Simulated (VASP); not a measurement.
Input of a VASP 6.6.1 run:

The input INCAR:

```
SYSTEM = HfO2
ALGO = Normal
EDIFF = 1E-7
ENCUT = 520
GGA = PE
ISIF = 2
ISMEAR = -1
LASPH = .True.
LCHARG = .False.
LREAL = .False.
LWAVE = .False.
NBANDS = 18
NELM = 60
PREC = Accurate
SIGMA = 0.08
```

The input KPOINTS:

```
k-points
0
Gamma
  13 13 7
  0 0 0
```

Contents of POSCAR:

```
HfO2
1.0
    3.1390257448      0.0000000000      0.0000000000
   -1.5695128724      2.7184760381      0.0000000000
    0.0000000000      0.0000000000      3.7136292356
Hf O
1 2
Direct
    0.0000000000      0.0000000000      0.0000000000
    0.3333333333      0.6666666667      0.2563331353
    0.6666666667      0.3333333333      0.7436668647
```

Potentials or basis: VASP PAW PBE potentials, release 64 (Hf_pv, O).

Command:

```bash
$ cat potpaw_PBE.64/Hf_pv/POTCAR potpaw_PBE.64/O/POTCAR > POTCAR
$ mpirun -np 1 vasp_std > vasp.out
```

(1) What does it give for the pressure?

(2) What does it give for the band gap on the k mesh?

(3) Predict the largest force.

Results:

(1) 34.6 GPa.

(2) 3.07 eV (least direct gap 4.08 eV).

(3) 0.220 eV/Å.

Caveat: the cell stands under pressure; spin-orbit coupling is left out, which moves the levels of the heavy elements; an odd mesh through Γ misses points on the zone boundary, where band edges can lie.
